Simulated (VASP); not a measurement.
# Te2Mo (P6_3/mmc) in VASP: a series of runs

The runs below take Te2Mo through relaxation of cell and atoms, single point, with PBEsol.

All numbers are computed with VASP 6.6.1; they aren't measurements. Logs are shortened: lines on timing, memory, paths and dates and some standing lists are left out, and cuts for length are marked.

**Measured values to compare with.**

From “Broadband infrared study of pressure-tunable Fano resonance and metallization transition in 2H-MoTe2”, 2022, pmc:9569381, for a bulk crystal of Te2Mo at 300 K: band gap 0.88 ± 0.05 eV (indirect).

The results are compared with them further down.

## 1. The cell of the first run

The structure is hexagonal, space group P6_3/mmc (No. 194). Conventional cell: a = 3.587 Å, b = 3.587 Å, c = 14.248 Å, α = 90.00°, β = 90.00°, γ = 120.00°. Te (site symmetry 3m) has 3 Mo at 2.77 Å and 7 Te at 3.59 to 3.68 Å within 3.7 Å. Within 3.6 Å of Mo (site symmetry -6m2) lie 6 Te at 2.77 Å and 6 Mo at 3.59 Å.

## 2. Relaxation of cell and atoms, PBEsol (26.46 Å³/atom)

Input file POSCAR:

```
Te2Mo
1.0
    3.5872018318      0.0000000000      0.0000000000
   -1.7936009159      3.1066079149      0.0000000000
    0.0000000000      0.0000000000     14.2476617354
Te Mo
4 2
Direct
    0.6666666667      0.3333333333      0.3790000000
    0.3333333333      0.6666666667      0.8790000000
    0.6666666667      0.3333333333      0.1210000000
    0.3333333333      0.6666666667      0.6210000000
    0.6666666667      0.3333333333      0.7500000000
    0.3333333333      0.6666666667      0.2500000000
```

Input file INCAR.step1:

```
GGA = PS ; ISMEAR = 0
SIGMA = 0.03 ; LWAVE = False
LCHARG = False ; NSW = 80
PREC = Accurate ; LASPH = True
LREAL = False ; ALGO = Normal
EDIFF = 1E-7 ; NELM = 120
GGA_COMPAT = False ; IBRION = 2
ISIF = 3 ; EDIFFG = -0.002
NELMIN = 4 ; ENCUT = 640
EFERMI = MIDGAP ; KPAR = 4
POTIM = 0.5
```

Input file INCAR.step4:

```
GGA = PS ; ISMEAR = 0
SIGMA = 0.03 ; LWAVE = False
LCHARG = False ; PREC = Accurate
LASPH = True ; LREAL = False
ALGO = Normal ; EDIFF = 1E-7
NELM = 120 ; GGA_COMPAT = False
ISIF = 2 ; ENCUT = 640
EFERMI = MIDGAP ; KPAR = 4
```

Input file KPOINTS:

```
Automatic mesh
0
Gamma
  9 9 2
  0 0 0
```

Potentials or basis: VASP PAW PBE potentials, release 64 (Te, Mo_sv).

Command:

```bash
> cat potpaw_PBE.64/Te/POTCAR potpaw_PBE.64/Mo_sv/POTCAR > POTCAR
> cp INCAR.step1 INCAR
> cp POSCAR.step1 POSCAR
> mpirun -np 4 vasp_std > vasp.out
> cp CONTCAR POSCAR
> mpirun -np 4 vasp_std > vasp.out
> cp CONTCAR POSCAR
> mpirun -np 4 vasp_std > vasp.out
> cp CONTCAR POSCAR
> cp INCAR.step4 INCAR
> mpirun -np 4 vasp_std > vasp.out
```

OUTCAR:

```text
GGA = PS
   ISMEAR = 0
   PREC = Accurate
   LASPH = True
   LREAL = False
   EDIFF = 1E-7
   NELM = 120
   ISIF = 2
   ENCUT = 640
   EFERMI = MIDGAP

 ion  position               nearest neighbor table
   1  0.667  0.333  0.379-   6 2.71   6 2.71   6 2.71   3 3.61
   2  0.333  0.667  0.879-   5 2.71   5 2.71   5 2.71   4 3.61
   3  0.667  0.333  0.121-   6 2.71   6 2.71   6 2.71   1 3.61
   4  0.333  0.667  0.621-   5 2.71   5 2.71   5 2.71   2 3.61
   5  0.667  0.333  0.750-   2 2.71   4 2.71   2 2.71   4 2.71   2 2.71   4 2.71
   6  0.333  0.667  0.250-   1 2.71   3 2.71   1 2.71   3 2.71   1 2.71   3 2.71

  LATTYP: Found a hexagonal cell.
 ALAT       =     3.4941229327
 C/A-ratio  =     4.0086963647

  Lattice vectors:

 A1 = (   3.4941229327,   0.0000000000,   0.0000000000)
 A2 = (  -1.7470614664,   3.0259992238,   0.0000000000)
 A3 = (   0.0000000000,   0.0000000000,  14.0068778985)

Analysis of symmetry for initial positions (statically):
=====================================================================
 Subroutine PRICEL returns:
 Original cell was already a primitive cell.

 Routine SETGRP: Setting up the symmetry group for a
 hexagonal supercell.

 Subroutine GETGRP returns: Found 24 space group operations
 (whereof 12 operations were pure point group operations)
 out of a pool of 24 trial point group operations.

The static configuration has the point symmetry D_3d.
 The point group associated with its full space group is D_6h.

Analysis of symmetry for dynamics (positions and initial velocities):
=====================================================================
 Subroutine PRICEL returns:
 Original cell was already a primitive cell.

 Routine SETGRP: Setting up the symmetry group for a
 hexagonal supercell.

 Subroutine GETGRP returns: Found 24 space group operations
 (whereof 12 operations were pure point group operations)
 out of a pool of 24 trial point group operations.

The dynamic configuration has the point symmetry D_3d.
 The point group associated with its full space group is D_6h.

 Subroutine INISYM returns: Found 24 space group operations
 (whereof 12 operations are pure point group operations),
 and found     1 'primitive' translations

----------------------------------------------------------------------------------------

[... 102 lines left out ...]
   NSW    =      0    number of steps for IOM
   IBRION =     -1    ionic relax: 0-MD 1-quasi-New 2-CG
   NFREE  =      0    steps in history (QN), initial steepest desc. (CG)
   ISIF   =      2    stress and relaxation
   ISYM   =      2    0-nonsym 1-usesym 2-fastsym
   POTIM  = 0.5000    time-step for ionic-motion
   TEBEG  =    0.0;   TEEND  =   0.0 temperature during run

   SCALEE = 1.0000    scale energy and forces
   PSTRESS=    0.0 pullay stress
   NELECT =      52.0000    total number of electrons
   NUPDOWN=      -1.0000    fix difference up-down
   EMIN   =  10.00;   EMAX   =-10.00  energy-range for DOS
   EFERMI =   0.00;   METHOD = MIDGAP
   ISMEAR =     0;   SIGMA  =   0.03  broadening in eV -4-tet -1-fermi 0-gaus
   EFERMI_NEDOS =   21; number of points for ismear=-14 and -15
   IALGO  =     38    algorithm
   IMIX   =      4    mixing-type and parameters
     AMIX     =   0.40;   BMIX     =  1.00
     AMIX_MAG =   1.60;   BMIX_MAG =  1.00
  volume/ion in A,a.u.               =      24.68       166.57
  Fermi-wavevector in a.u.,A,eV,Ry     =   1.154941  2.182522 18.148661  1.333889
  Thomas-Fermi vector in A             =   2.291574
   LORBIT       =      0    0 simple, 1 ext, 2 COOP (PROOUT), +10 PAW based schemes
   GGA     = PS    functional components
   LHFCALC =     F    Hartree Fock is set to
   AEXX    =    0.0000 exact exchange contribution
   IVDW    =     0    specifies the selected vdW correction
   LEPSILON=     F    determine dielectric tensor
   LRPA    =     F    only Hartree local field effects (RPA)

   CSHIFT  =0.1000    complex shift for real part using Kramers Kronig

   OMEGAMAX=  -1.0    maximum frequency
 non-spin polarized calculation
 Gauss-broadening in eV      SIGMA  =   0.03
  energy-cutoff  :      640.00
  volume of cell :      148.10
 maximum number of plane-waves:      5484
 NGX is ok and might be reduce to    30
   NGX = 15   NGY = 15   NGZ = 57

 number of electron      52.0000001 magnetization

 Free energy of the ion-electron system (eV)
  ---------------------------------------------------
  ext. energy  EPLUGINS =         0.00000000
  ---------------------------------------------------
  free energy    TOTEN  =       -39.39562368 eV

  energy without entropy =      -39.39562368  energy(sigma->0) =      -39.39562368

 E-fermi :   8.5094     XC(G=0): -10.6344

 val. band max:        8.1158862338   @ k =   0.0000   0.0000   0.0000
 cond. band min:       8.9028143639   @ k =   0.2222   0.2222   0.0000
 fundamental gap:      0.7869281301
 Fermi energy:         8.5093502989

 k-point     1 :       0.0000    0.0000    0.0000
  band No.  band energies     occupation
      1     -52.5529      2.00000
      2     -52.5529      2.00000
      3     -26.7645      2.00000
      4     -26.7645      2.00000
      5     -26.6147      2.00000
      6     -26.6147      2.00000
[... 805 lines left out ...]
     30       9.7411      0.00000
     31      10.5895      0.00000

------------------------ aborting loop because EDIFF is reached ----------------------------------------

  FORCE on cell =-STRESS in cart. coord.  units (eV):
  Direction    XX          YY          ZZ          XY          YZ          ZX
  --------------------------------------------------------------------------------------
  -------------------------------------------------------------------------------------
  Total       -0.0046095     -0.0046095     -0.0042427      0.0000000      0.0000000      0.0000000
  in kB       -0.0498670     -0.0498670     -0.0458993      0.0000000      0.0000000      0.0000000
  external PRESSURE =      -0.0485444 kB  Pullay stress =       0.0000000 kB

 VOLUME and BASIS-vectors are now :
 -----------------------------------------------------------------------------
  energy-cutoff  :      640.00
  volume of cell :      148.10
      direct lattice vectors                 reciprocal lattice vectors
     3.494122933  0.000000000  0.000000000     0.286194853  0.165234676  0.000000000
    -1.747061466  3.025999224  0.000000000     0.000000000  0.330469351  0.000000000
     0.000000000  0.000000000 14.006877898     0.000000000  0.000000000  0.071393497

 POSITION                                       TOTAL-FORCE (eV/Angst)
 -----------------------------------------------------------------------------------
      1.74706      1.00867      5.30892        -0.000000     -0.000000      0.001325
     -0.00000      2.01733     12.31236        -0.000000      0.000000      0.001325
      1.74706      1.00867      1.69452        -0.000000     -0.000000     -0.001325
     -0.00000      2.01733      8.69796        -0.000000      0.000000     -0.001325
      1.74706      1.00867     10.50516        -0.000000     -0.000000     -0.000000
     -0.00000      2.01733      3.50172         0.000000      0.000000     -0.000000
 -----------------------------------------------------------------------------------
    total drift:                               -0.000000      0.000000     -0.000000

  FREE ENERGIE OF THE ION-ELECTRON SYSTEM (eV)
  ---------------------------------------------------
  free  energy   TOTEN  =       -39.3956236835 eV

  energy  without entropy=      -39.3956236835  energy(sigma->0) =      -39.39562368
```

OUTCAR.step2:

```text
GGA = PS
   ISMEAR = 0
   NSW = 80
   PREC = Accurate
   LASPH = True
   LREAL = False
   EDIFF = 1E-7
   NELM = 120
   IBRION = 2
[... 1064 lines left out ...]
      1.74706      1.00867     10.50516        -0.000000     -0.000000     -0.000000
     -0.00000      2.01733      3.50172         0.000000      0.000000     -0.000000
 -----------------------------------------------------------------------------------
    total drift:                               -0.000000      0.000000     -0.000000

  FREE ENERGIE OF THE ION-ELECTRON SYSTEM (eV)
  ---------------------------------------------------
  free  energy   TOTEN  =       -39.3956236835 eV

  energy  without entropy=      -39.3956236835  energy(sigma->0) =      -39.39562368

 reached required accuracy - stopping structural energy minimisation
```

Run time: 22 min. Hardware: 4 MPI ranks of AMD EPYC 7R43 (Zen 3), shared host; peak memory 0.42 GiB.

What came out:

```
Free energy                           : -39.3956 eV
Relaxed volume                        : 24.68 Å³/atom
Relaxed cell                          : a = 3.494 Å, b = 3.494 Å, c = 14.007 Å, α = 90.00°, β = 90.00°, γ = 120.00°
Space group after relaxing (to 0.1 Å) : P6_3/mmc (No. 194)
Energy gained by relaxing             : 35.4 meV/atom
Ionic steps                           : 16
Pressure after relaxing               : 0.0 GPa
Band gap on the k mesh                : 0.79 eV (least direct gap 1.09 eV)
```

Step by step:
```csv
step,energy change (eV),largest force (eV/Å),pressure (GPa),volume (Å³)
1,0.0000,0.7963,-6.09,158.78
2,0.4036,2.1414,13.49,136.77
3,-0.2024,0.1114,-0.39,150.12
4,-0.2026,0.1364,-0.24,149.92
5,-0.2026,0.1578,-0.10,149.75
6,-0.2131,0.0554,0.07,148.75
7,-0.2135,0.0314,0.11,148.50
8,-0.2134,0.0192,-0.21,148.86
9,-0.2136,0.0109,-0.02,148.65
10,-0.2136,0.0102,-0.02,148.61
11,-0.2137,0.0080,-0.01,148.48
12,-0.2138,0.0035,0.00,148.24
13,-0.2137,0.0056,0.03,147.74
14,-0.2138,0.0012,0.01,148.10
15,-0.2122,0.0013,0.00,148.10
16,-0.2122,0.0013,0.00,148.10
```

Final structure:
```
Te Mo
1.0
     3.49412    0.00000    0.00000
    -1.74706    3.02600    0.00000
     0.00000    0.00000   14.00688
Te Mo
4 2
Direct
  0.66667 0.33333 0.37902
  0.33333 0.66667 0.87902
  0.66667 0.33333 0.12098
  0.33333 0.66667 0.62098
  0.66667 0.33333 0.75000
  0.33333 0.66667 0.25000
```

Levels at points of the mesh, in eV from the valence-band top:
```tsv
k point	band 23	band 24	band 25	band 26	band 27	band 28	band 29	band 30
(0.00, 0.00, 0.00)	-0.95	-0.95	-0.35	0.00	3.04	3.04	3.17	3.17
(0.00, 0.00, 0.50)	-0.97	-0.97	-0.09	-0.09	3.07	3.07	3.07	3.07
```

Caveat: the PAW data sets were made with another functional, which shifts forces and pressure a little; spin-orbit coupling is left out, which moves the levels of the heavy elements; an odd mesh through Γ misses points on the zone boundary, where band edges can lie; this functional lacks dispersion, which binds the layers, so the pressure and a relaxed spacing across them are unreliable.

## 3. Single point, PBEsol

This run uses another cell than the first one, of 24.69 Å³/atom.

Input file INCAR:

```
PREC = Accurate
ENCUT = 520
EDIFF = 1E-6
ISMEAR = -1
SIGMA = 0.05
LREAL = False
LASPH = True
NELM = 60
ALGO = Normal
ISIF = 2
LWAVE = False
LCHARG = True
GGA = PS
LELF = True
LVHAR = True
NBANDS = 35
```

Input file KPOINTS:

```
Automatic mesh
0
Gamma
  9 9 2
```

Input file POSCAR:

```
Te2Mo
1.0
    3.4939420088      0.0000000000      0.0000000000
   -1.7469710044      3.0258425390      0.0000000000
    0.0000000000      0.0000000000     14.0098176117
Te Mo
4 2
Direct
    0.6666666667      0.3333333333      0.3788624142
    0.3333333333      0.6666666667      0.8788624142
    0.6666666667      0.3333333333      0.1211375858
    0.3333333333      0.6666666667      0.6211375858
    0.6666666667      0.3333333333      0.7500000000
    0.3333333333      0.6666666667      0.2500000000
```

Potentials or basis: VASP PAW PBE potentials, release 64 (Te, Mo_sv).

Command:

```bash
> cat potpaw_PBE.64/Te/POTCAR potpaw_PBE.64/Mo_sv/POTCAR > POTCAR
> mpirun -np 1 vasp_std > vasp.out
```

Run time: 5.2 min. Hardware: 1 thread of Intel Xeon 8259CL, shared host; peak memory 0.33 GiB.

Results (log left out):

| Item | Value |
| --- | --- |
| Free energy | -39.3953 eV |
| Pressure | 0.1 GPa |
| Largest force | 0.030 eV/Å |
| Band gap on the k mesh | 0.79 eV (least direct gap 1.09 eV) |

Forces in eV/Å, atoms in the order of the input:
```
Te   0.000  0.000  0.030
Te   0.000  0.000  0.030
Te   0.000  0.000 -0.030
Te   0.000  0.000 -0.030
Mo   0.000  0.000  0.000
Mo   0.000  0.000  0.000
```

Stress tensor (GPa, compression positive):
```
0.09 0.00 0.00
0.00 0.09 0.00
0.00 0.00 0.21
```

Levels at points of the mesh, in eV from the valence-band top:
```
           k point  band 23  band 24  band 25  band 26  band 27  band 28  band 29  band 30
(0.00, 0.00, 0.00)    -0.96    -0.96    -0.35     0.00     3.04     3.04     3.17     3.17
(0.00, 0.00, 0.50)    -0.97    -0.97    -0.09    -0.09     3.08     3.08     3.08     3.08
```

Caveat: the PAW data sets were made with another functional, which shifts forces and pressure a little; spin-orbit coupling is left out, which moves the levels of the heavy elements; an odd mesh through Γ misses points on the zone boundary, where band edges can lie; this functional lacks dispersion, which binds the layers, so the pressure and a relaxed spacing across them are unreliable.

## 4. Relaxation of cell and atoms, PBEsol

This run uses another cell than the first one, of 24.96 Å³/atom.

Input file INCAR:

```
  PREC = Accurate
  ENCUT = 600
  EDIFF = 1E-7
  ISMEAR = -1
  SIGMA = 0.05
  LREAL = F
  LASPH = T
  NELM = 100
  ALGO = Normal
  ISIF = 3
  LWAVE = F
  LCHARG = F
  GGA = PS
  IBRION = 2
  NSW = 60
  EDIFFG = -0.01
```

KPOINTS is that of step 3.

Input file POSCAR:

```
Te2Mo
1.0
    3.5182000000      0.0000000000      0.0000000000
   -1.7591000000      3.0468505756      0.0000000000
    0.0000000000      0.0000000000     13.9736000000
Te Mo
4 2
Direct
    0.6666666667      0.3333333333      0.3790000000
    0.3333333333      0.6666666667      0.8790000000
    0.6666666667      0.3333333333      0.1210000000
    0.3333333333      0.6666666667      0.6210000000
    0.6666666667      0.3333333333      0.7500000000
    0.3333333333      0.6666666667      0.2500000000
```

Command:

```bash
> cat potpaw_PBE.64/Te/POTCAR potpaw_PBE.64/Mo_sv/POTCAR > POTCAR
> mpirun -np 1 vasp_std > vasp.out
```

Run time: 15 min. Hardware: 1 thread of Intel Xeon 8259CL, shared host; peak memory 0.37 GiB.

It converged, with:

* Free energy: -39.3960 eV
* Relaxed volume: 24.67 Å³/atom
* Relaxed cell: a = 3.494 Å, b = 3.494 Å, c = 14.000 Å, α = 90.00°, β = 90.00°, γ = 120.00°
* Space group after relaxing (to 0.1 Å): P6_3/mmc (No. 194)
* Energy gained by relaxing: 1.3 meV/atom
* Ionic steps: 4
* Pressure after relaxing: 0.0 GPa
* Band gap on the k mesh: 0.78 eV (least direct gap 1.09 eV)

Step by step:
```
step  energy change (eV)  largest force (eV/Å)  pressure (GPa)  volume (Å³)
   1              0.0000                0.0617           -1.00       149.79
   2              0.0028                0.2499            1.49       146.43
   3             -0.0056                0.0761            0.09       148.26
   4             -0.0075                0.0008            0.00       147.99
```

Final structure:
```
Te Mo
1.0
     3.49380    0.00000    0.00000
    -1.74690    3.02572    0.00000
     0.00000    0.00000   13.99957
Te Mo
4 2
Direct
  0.66667 0.33333 0.37910
  0.33333 0.66667 0.87910
  0.66667 0.33333 0.12090
  0.33333 0.66667 0.62090
  0.66667 0.33333 0.75000
  0.33333 0.66667 0.25000
```

Levels at points of the mesh, in eV from the valence-band top:
```
           k point  band 23  band 24  band 25  band 26  band 27  band 28  band 29  band 30
(0.00, 0.00, 0.00)    -0.95    -0.95    -0.35     0.00     3.03     3.03     3.17     3.17
(0.00, 0.00, 0.50)    -0.97    -0.97    -0.09    -0.09     3.07     3.07     3.07     3.07
```

Caveat: the PAW data sets were made with another functional, which shifts forces and pressure a little; spin-orbit coupling is left out, which moves the levels of the heavy elements; an odd mesh through Γ misses points on the zone boundary, where band edges can lie; this functional lacks dispersion, which binds the layers, so the pressure and a relaxed spacing across them are unreliable. PBEsol gaps usually lie below the measured ones, often by a third to a half.

## 5. The runs side by side

| task | cell | cutoff (eV) | smearing | tolerance level | purpose | passes | dipole correction | gap on the mesh (eV) | pressure (GPa) | relaxed volume (Å³/atom) |
| --- | --- | --- | --- | --- | --- | --- | --- | --- | --- | --- |
| relaxation of cell and atoms | relaxed from a = 3.587, b = 3.587, c = 14.248 Å, angles 90.0, 90.0, 120.0°, 6 atoms | 640 | gaussian 0.03 eV | standard | cell | 3 | - | 0.79 | 0.0 | 24.68 |
| single point | a = 3.494, b = 3.494, c = 14.010 Å, angles 90.0, 90.0, 120.0°, 6 atoms | 520 | fermi-dirac 0.05 eV | - | - | - | no | 0.79 | 0.1 | - |
| relaxation of cell and atoms | relaxed from a = 3.518, b = 3.518, c = 13.974 Å, angles 90.0, 90.0, 120.0°, 6 atoms | 600 | fermi-dirac 0.05 eV | - | - | - | no | 0.78 | 0.0 | 24.67 |

Alike in all rows: level PBEsol; potentials or basis VASP PAW PBE potentials, release 64 (Te, Mo_sv); no spin polarisation; k mesh 9 × 9 × 2.

Caveats: the PAW data sets were made with another functional, which shifts forces and pressure a little; spin-orbit coupling is left out, which moves the levels of the heavy elements; an odd mesh through Γ misses points on the zone boundary, where band edges can lie; this functional lacks dispersion, which binds the layers, so the pressure and a relaxed spacing across them are unreliable.

Total energies depend on the potentials used, so only differences within one code and one set of settings carry meaning.

## 6. How close it comes

Step 3. Against the measured gap of Te2Mo, 0.88 eV (indirect; 300 K; quoted in “Broadband infrared study of pressure-tunable Fano resonance and metallization transition in 2H-MoTe2”, 2022, pmc:9569381), the calculated 0.79 eV is off by -0.09 eV. Spin-orbit coupling on Mo, Te is left out. The value is that of PBEsol on a finite k mesh, which can miss the band edges, without temperature or zero-point motion. Semilocal functionals fall short of measured gaps as a rule.
